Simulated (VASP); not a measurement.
# O3F (ReO3 type): single point with PBE

O3F (ReO3 type):

```
F O
1.0
     3.76347    0.00000    0.00000
     0.00000    3.76347    0.00000
     0.00000    0.00000    3.76347
F O
1 3
Direct
  0.00000 0.00000 0.00000
  0.50000 0.00000 0.00000
  0.00000 0.50000 0.00000
  0.00000 0.00000 0.50000
```

| Quantity | Value |
| --- | --- |
| Program | VASP 6.6.1 |
| Task | single point |
| Functional | PBE |
| Potentials or basis | VASP PAW PBE potentials, release 64 (F, O) |
| Cutoff | 520 eV |
| k mesh | 29 × 29 × 29 |
| Occupations | fermi-dirac, width 0.0612256 eV |
| Spin | no spin polarisation |
| Dipole correction | no |
| Further INCAR settings | ALGO = Normal; EDIFF = 1e-06; NBANDS = 20 |

```json
{
  "Pressure": "-0.2 GPa",
  "Band gap on the k mesh": "zero (an odd number of electrons rules out a gap without spin polarisation)"
}
```

Levels at points of the mesh, in eV from the Fermi level:
```
           k point  band 11  band 12  band 13  band 14  band 15  band 16
(0.00, 0.00, 0.00)    -0.22    -0.22    -0.22     2.13     2.13     2.13
```

It took 5.7 min on 1 thread of Intel Xeon 8259CL, on a shared host, peak memory 0.6 GiB.

Caveat: an odd number of electrons without spin polarisation forces a metal; a magnetic or distorted state may lie lower.
